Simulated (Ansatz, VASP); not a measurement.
## ZrGa2S2: VASP beside Ansatz

```
CELL_PARAMETERS angstrom
-2.47241 2.47241 3.87221
2.47241 -2.47241 3.87221
2.47241 2.47241 -3.87221
ATOMIC_POSITIONS crystal
Zr 0.00000 0.00000 0.00000
Ga 0.65181 0.65181 0.00000
Ga 0.34819 0.34819 0.00000
S 0.25000 0.75000 0.50000
S 0.75000 0.25000 0.50000
```

Change from the starting cell: species swapped into the DyNi2Ge2 type (I4/mmm, No. 139).

Alike in both runs: functional PBE; k mesh 6 × 6 × 6; occupations gaussian, width 0.1 eV; no spin polarisation.

Ansatz relaxed the structure, and its values are those at the end. VASP's run is a single point on that final structure, the one shown.

```csv
,VASP,Ansatz
version,VASP 6.6.1,Ansatz 0.2.0
potentials or method,"VASP PAW PBE potentials, release 64 (Zr_sv, Ga_d, S), cutoff 520 eV","scalar-relativistic, plane waves, PAW"
valence electrons in the cell,50,50
```

|  | VASP | Ansatz | Ansatz less VASP |
| --- | --- | --- | --- |
| gap on the k mesh at the Fermi level (eV) | none | none | - |
| pressure (GPa) | 0.1 | 0.1 | -0.08 |

A gap of «none» marks a metal or a gap that the smearing closes. With one functional, cell and mesh, what is left measures potentials, basis and numerics.
